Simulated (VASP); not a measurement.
## AlN: single point with PBEsol

AlN:

```xyz
4
Lattice="3.1110 0.0000 0.0000 -1.5555 2.6942 0.0000 0.0000 0.0000 5.0776" Properties=species:S:1:pos:R:3 pbc="T T T"
Al    0.0000    1.7961    0.0000
Al    1.5555    0.8981    2.5388
N     0.0000    1.7961    1.9549
N     1.5555    0.8981    4.4936
```

This cell differs from its parent crystal: zz strain of +2 %.

| Item | Value |
| --- | --- |
| Program | VASP 6.6.1 |
| Task | single point |
| Functional | PBEsol |
| Potentials or basis | VASP PAW PBE potentials, release 64 (Al, N) |
| Cutoff | 520 eV |
| k mesh | 10 × 10 × 6 |
| Occupations | fermi-dirac, width 0.03 eV |
| Spin | no spin polarisation |

```json
{"Pressure": "-3.0 GPa", "Largest force": "0.361 eV/Å", "Band gap on the k mesh": "3.96 eV, direct"}
```

Forces on the atoms (eV/Å):
```
Al   0.000  0.000  0.361
Al   0.000  0.000  0.361
N    0.000  0.000 -0.361
N    0.000  0.000 -0.361
```

Stress tensor (GPa, compression positive):
```
-0.07  0.00  0.00
 0.00 -0.07  0.00
 0.00  0.00 -8.74
```

Levels at points of the mesh, in eV from the valence-band top:
```csv
k point,band 4,band 5,band 6,band 7,band 8,band 9,band 10,band 11,band 12,band 13
"(0.00, 0.00, 0.00)",-0.80,-0.80,-0.20,-0.20,0.00,3.96,6.61,10.31,11.09,11.09
"(0.50, 0.00, 0.00)",-4.23,-3.29,-2.01,-1.73,-0.71,5.56,5.74,7.93,10.00,10.80
"(0.00, 0.00, 0.50)",-3.37,-0.51,-0.51,-0.51,-0.51,6.33,6.33,10.00,10.00,11.41
"(0.50, 0.00, 0.50)",-5.57,-1.43,-1.43,-1.37,-1.37,5.09,5.09,8.98,8.98,11.46
```

Wall time 28 s on 1 thread of Intel(R) Xeon(R) 6975P-C (Granite Rapids), on a shared host, peak memory 0.16 GiB.

Caveat: the cell differs from its parent crystal (zz strain of +2 %); the PAW data sets were made with another functional, which shifts forces and pressure a little.
